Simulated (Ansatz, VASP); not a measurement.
**Two plane-wave programs on Hf2TaN3**

```
CELL_PARAMETERS angstrom
3.10538 0.00000 0.00000
0.00000 3.10538 0.00000
0.00000 0.00000 7.92437
ATOMIC_POSITIONS crystal
Hf 0.00000 0.00000 0.92464
Hf 0.50000 0.50000 0.61431
Ta 0.50000 0.50000 0.20762
N 0.00000 0.00000 0.63259
N 0.00000 0.00000 0.21583
N 0.50000 0.50000 0.90501
```

Change from the starting cell: species swapped into the Dy2CuAg3 type (P4mm, No. 99).

Alike in both runs: functional PBE; k mesh 6 × 6 × 2; occupations gaussian, width 0.1 eV; no spin polarisation.

Ansatz relaxed the structure, and its values are those at the end. VASP's run is a single point on that final structure, the one shown.

```csv
,VASP,Ansatz
version,VASP 6.6.1,Ansatz 0.2.0
potentials or method,"VASP PAW PBE potentials, release 64 (Hf_pv, Ta_pv, N), cutoff 520 eV","scalar-relativistic, plane waves, PAW"
valence electrons in the cell,46,80
```

|  | VASP | Ansatz | Ansatz less VASP |
| --- | --- | --- | --- |
| gap on the k mesh at the Fermi level (eV) | none | none | - |
| pressure (GPa) | -1.5 | -0.3 | +1.19 |
| rms of the force components (eV/Å) | 0.026 | 0.006 | -0.0201 |

A gap of «none» marks a metal or a gap that the smearing closes. With one functional, cell and mesh, what is left measures potentials, basis and numerics. VASP's potentials hold 46 valence electrons a cell and Ansatz's 80, so a difference there can come from the potentials and not from the codes.

The k mesh is coarse, so the values compare programs but aren't converged. Spin-orbit coupling is off throughout.
